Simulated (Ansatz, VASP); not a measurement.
**Two plane-wave programs on SnH**

```
Sn H
1.0
     4.65864    0.00000    0.00000
    -2.32932    4.03450    0.00000
     0.00000    0.00000   32.36693
Sn H
2 2
Direct
  0.33333 0.66667 0.32172
  0.66667 0.33333 0.29619
  0.33333 0.66667 0.37492
  0.66667 0.33333 0.24299
```

Alike in both runs: task single point; functional LDA; k mesh 6 × 6 × 1; no spin polarisation.

```csv
,VASP,Ansatz
version,VASP 6.6.1,Ansatz 0.2.0
potentials or method,"VASP PAW LDA potentials, release 64 (Sn_d, H)","plane waves, PAW"
plane-wave cutoff (eV),520,420
occupations,"gaussian, width 0.01 eV",fixed
valence electrons in the cell,30,30
```

Ansatz gave:

| Property | Result |
| --- | --- |
| gap on the k mesh at the Fermi level (eV) | 0.45 |
| rms of the force components (eV/Å) | 0.077 |

Question: What did VASP give for the same quantities?

Answer: gap on the k mesh at the Fermi level (eV): 0.48; rms of the force components (eV/Å): 0.072.

LDA's correlation is that of Perdew and Zunger in VASP and of Perdew and Wang (1992) in Ansatz. Atom by atom the forces differ by 0.006 eV/Å (rms over components).
